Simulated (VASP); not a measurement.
Write the native input for VASP 6.6.1 that does the following.

```
Task                   : single point
Functional             : PBE
Potentials or basis    : VASP PAW PBE potentials, release 64 (Sr_sv, O)
Cutoff                 : 520 eV
k mesh                 : 8 × 8 × 8
Occupations            : fermi-dirac, width 0.02 eV
Spin                   : no spin polarisation
Dipole correction      : no
Further INCAR settings : ALGO = Normal; EDIFF = 1e-06; NBANDS = 15
```

The structure of SrO lies in POSCAR:

```
SrO
1.0
    0.0000000000      2.5798923265      2.5540934032
    2.5798923265      0.0000000000      2.5540934032
    2.5798923265      2.5798923265      0.0000000000
Sr O
1 1
Direct
    0.0000000000      0.0000000000      0.0000000000
    0.5000000000      0.5000000000      0.5000000000
```

This cell differs from its parent crystal: uniaxial z strain -1.0%.

The input as run:

INCAR

```
ALGO = Normal
EDIFF = 1E-6
ENCUT = 520
GGA = PE
ISIF = 2
ISMEAR = -1
LASPH = True
LCHARG = False
LREAL = False
LWAVE = False
NBANDS = 15
NELM = 80
PREC = Accurate
SIGMA = 0.02
```

KPOINTS

```
k-points
0
Gamma
  8 8 8
```

Potentials or basis: VASP PAW PBE potentials, release 64 (Sr_sv, O).

Launch:

```bash
$ cat potpaw_PBE.64/Sr_sv/POTCAR potpaw_PBE.64/O/POTCAR > POTCAR
$ mpirun -np 1 vasp_std > vasp.out
```

It gave:

The pressure is 3.4 GPa and the band gap on the k mesh is 3.22 eV (least direct gap 3.34 eV).

Caveat: the cell differs from its parent crystal (uniaxial z strain -1.0%); the cell stands under pressure.

Run time: 13 s on 1 thread of AMD EPYC 9R45 96-Core Processor (Zen 5), with other jobs on the host, peak memory 0.15 GiB.
